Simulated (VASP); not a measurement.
Runs of VASP 6.6.1 on C. The structure is that of space group Fd-3m (No. 227), or close to it. The cells are those of the table. 

| task | potentials or basis | cell | k mesh | cutoff (eV) | smearing | second run | gap on the mesh (eV) | pressure (GPa) |
| --- | --- | --- | --- | --- | --- | --- | --- | --- |
| single point | VASP PAW LDA potentials, release 64 (C) | a = 2.497 Å, angles 60.0°, 2 atoms | 10 × 10 × 10 | 520 | gaussian 0.1 eV | - | 4.20 | (a) |
| relaxation of cell and atoms | VASP PAW LDA potentials, release 64 (C) | relaxed from a = 2.497 Å, angles 60.0°, 2 atoms | 12 × 12 × 12 | 600 | gaussian 0.02 eV | - | 4.19 | 0.0 |
| single point | VASP PAW LDA potentials, release 64 (C_h) | a = 2.497 Å, angles 60.0°, 2 atoms | 10 × 10 × 10 | 910 | gaussian 0.1 eV | hard_potentials | 4.21 | (c) |
| single point | VASP PAW LDA potentials, release 64 (C) | a = 2.522 Å, angles 60.0°, 2 atoms | 8 × 8 × 8 | 520 | gaussian 0.1 eV | - | 4.10 | -11.7 |
| single point | VASP PAW LDA potentials, release 64 (C) | a = 2.497 Å, angles 60.0°, 2 atoms | 12 × 12 × 12 | 520 | gaussian 0.02 eV | - | 4.20 | 1.7 |
| single point | VASP PAW LDA potentials, release 64 (C_h) | a = 2.522 Å, angles 60.0°, 2 atoms | 8 × 8 × 8 | 910 | gaussian 0.1 eV | hard_potentials | 4.10 | (b) |
| single point | VASP PAW LDA potentials, release 64 (C_h) | a = 2.497 Å, angles 60.0°, 2 atoms | 12 × 12 × 12 | 910 | gaussian 0.02 eV | hard_potentials | 4.20 | 0.7 |

Alike in all rows: level LDA; no spin polarisation.

Question: Fill in the values left out.

Answer: (a) 1.9; (b) -12.5; (c) 1.0.

Caveats: the cutoff is under 1.25 times the usual one of these potentials, so pressure, stress and relaxed cells hold a basis-set (Pulay) error (some runs).

A k mesh can miss the band edges.
